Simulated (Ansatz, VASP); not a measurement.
One calculation of As, two programs

```
As
1.0
     0.00000    3.56379    3.56379
     3.56379    0.00000    3.56379
     3.56379    3.56379    0.00000
As
4
Direct
  0.62500 0.62500 0.62500
  0.62500 0.62500 0.12500
  0.62500 0.12500 0.62500
  0.12500 0.62500 0.62500
```

Alike in both runs: task single point; functional PBE; k mesh 4 × 4 × 4; occupations gaussian, width 0.1 eV; no spin polarisation.

```csv
,VASP,Ansatz
version,VASP 6.6.1,Ansatz 0.2.0
potentials or method,"VASP PAW PBE potentials, release 64 (As), cutoff 520 eV","scalar-relativistic, plane waves, PAW"
valence electrons in the cell,20,60
```

Ansatz gave:

```
gap on the k mesh at the Fermi level (eV) : 0.16
least direct gap on the mesh (eV)         : 0.22
pressure (GPa)                            : 18.9
```

**Question.** Which values does VASP return?

**Answer.** gap on the k mesh at the Fermi level (eV): 0.16; least direct gap on the mesh (eV): 0.22; pressure (GPa): 19.4.

VASP's potentials hold 20 valence electrons a cell and Ansatz's 60, so a difference there can come from the potentials and not from the codes.
